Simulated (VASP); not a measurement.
Runs of VASP 6.6.1 on Ni. The structure is that of space group P6/mmm (No. 191), or close to it. The cells are those of the table. This isn't the form of Ni at room conditions, which is fcc.

```csv
task,spin,cell,k mesh,cutoff (eV),smearing,gap on the mesh (eV),pressure (GPa),moment (μB)
relaxation of cell and atoms,off,"relaxed from a = 3.954, b = 3.954, c = 2.424 Å, angles 90.0, 90.0, 120.0°, 3 atoms",9 × 9 × 13,600,fermi-dirac 0.1 eV,none,0.1,-
single point,"collinear, ferromagnetic start","a = 4.079, b = 4.079, c = 2.470 Å, angles 90.0, 90.0, 120.0°, 3 atoms",10 × 10 × 15,520,fermi-dirac 0.05 eV,none,-18.6,1.94
single point,"collinear, ferromagnetic start","a = 4.030, b = 4.030, c = 2.440 Å, angles 90.0, 90.0, 120.0°, 3 atoms",10 × 10 × 15,520,fermi-dirac 0.05 eV,none,(a),1.91
single point,"collinear, ferromagnetic start","a = 3.979, b = 3.979, c = 2.410 Å, angles 90.0, 90.0, 120.0°, 3 atoms",10 × 10 × 15,520,fermi-dirac 0.05 eV,none,(b),1.87
```

Alike in all rows: level PBEsol; potentials or basis VASP PAW PBE potentials, release 64 (Ni).

Task: Fill in the values left out.

Result: (a) -13.9; (b) -7.8.

Caveats: the PAW data sets were made with another functional, which shifts forces and pressure a little; the cell stands under tension (at least some runs).

A gap of «none» marks levels without a gap at the run's occupations.
